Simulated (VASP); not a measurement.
A run of VASP 6.6.1 is set up as follows.

Contents of INCAR:

```
PREC = Accurate
ENCUT = 520
EDIFF = 1E-6
ISMEAR = 0
SIGMA = 0.05
LREAL = F
LASPH = T
NELM = 80
ALGO = Normal
ISIF = 2
LWAVE = F
LCHARG = F
GGA = PE
NBANDS = 20
```

The input KPOINTS:

```
regular mesh
0
Gamma
  12 12 6
```

Contents of POSCAR:

```
SnSe2
1.0
    3.9253287450      0.0000000000      0.0000000000
   -1.9626643725      3.3994344114      0.0000000000
    0.0000000000      0.0000000000      6.3211100000
Sn Se
1 2
Direct
    0.0000000000      0.0000000000      0.0000000000
    0.3333333333      0.6666666667      0.2500000000
    0.6666666667      0.3333333333      0.7500000000
```

Potentials or basis: VASP PAW PBE potentials, release 64 (Sn_d, Se).

The run is started by

```bash
$ cat potpaw_PBE.64/Sn_d/POTCAR potpaw_PBE.64/Se/POTCAR > POTCAR
$ mpirun -np 1 vasp_std > vasp.out
```

Question: Estimate the largest force.

Answer: 0.038 eV/Å.

Question: Predict the pressure.

Answer: -0.6 GPa.

Question: Estimate the band gap on the k mesh.

Answer: 0.60 eV (least direct gap 0.76 eV).

Forces on the atoms (eV/Å):
```
Sn   0.000  0.000  0.000
Se   0.000  0.000 -0.038
Se   0.000  0.000  0.038
```

Caveat: the cell differs from its parent crystal (strain +0.030 along x and y, +0.030 along z); spin-orbit coupling is left out, which moves the levels of the heavy elements; this functional lacks dispersion, which binds the layers, so the pressure and a relaxed spacing across them are unreliable. A k mesh can miss the band edges.
